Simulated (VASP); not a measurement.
Input of a VASP 6.6.1 run:

Contents of INCAR:

```
SYSTEM = GaSb3
PREC = Accurate
ENCUT = 520
EDIFF = 1E-7
ISMEAR = 0
SIGMA = 0.1
LREAL = .FALSE.
LASPH = .TRUE.
NELM = 60
ALGO = Normal
ISIF = 2
LWAVE = .FALSE.
LCHARG = .TRUE.
GGA = PE
LELF = .TRUE.
LVHAR = .TRUE.
NBANDS = 22
```

The input KPOINTS:

```
regular mesh
0
G
  4 4 4
  0 0 0
```

Contents of POSCAR:

```
GaSb3
1.0
    0.0000000000      3.7305951100      3.7305951100
    3.7305951100      0.0000000000      3.7305951100
    3.7305951100      3.7305951100      0.0000000000
Ga Sb
1 3
Direct
    0.0000000000      0.0000000000      0.0000000000
    0.2500000000      0.2500000000      0.2500000000
    0.7500000000      0.7500000000      0.7500000000
    0.5000000000      0.5000000000      0.5000000000
```

Potentials or basis: VASP PAW PBE potentials, release 64 (Ga_d, Sb).

Command:

```console
$ cat potpaw_PBE.64/Ga_d/POTCAR potpaw_PBE.64/Sb/POTCAR > POTCAR
$ mpirun -np 1 vasp_std > vasp.out
```

**Question.** Predict the pressure.

**Answer.** -2.5 GPa.

**Question.** What does it give for the band gap on the k mesh?

**Answer.** Zero (band 14 reaches 8.85 eV, above the bottom of band 15 at 5.06 eV).

Caveat: the k points lie up to 0.36 Å⁻¹ apart; spin-orbit coupling is left out, which moves the levels of the heavy elements.
